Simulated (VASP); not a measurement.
The system is TiAl3.

```
Ti Al
1.0
    -1.89828    1.89828    4.25194
     1.89828   -1.89828    4.25194
     1.89828    1.89828   -4.25194
Ti Al
1 3
Cartesian
  0.0000 0.0000 0.0000
  1.8983 0.0000 2.1260
  0.0000 1.8983 2.1260
  0.0000 0.0000 4.2519
```

This cell differs from its parent crystal: volume scaled by 0.98.

Base run:

| Quantity | Value |
| --- | --- |
| Program | VASP 6.6.1 |
| Functional | PBE |
| Potentials or basis | VASP PAW PBE potentials, release 64 (Ti_sv, Al) |
| Cutoff | 520 eV |
| k mesh | 10 × 10 × 10 |
| Occupations | fermi-dirac, width 0.05 eV |
| Spin | no spin polarisation |

Its results: pressure 4.4 GPa.

The run is repeated on the same cell with these changes: functional from PBE to LDA; potentials or basis from VASP PAW PBE potentials, release 64 (Ti_sv, Al) to VASP PAW LDA potentials, release 64 (Ti_sv, Al). What comes out?

Pressure -1.2 GPa.
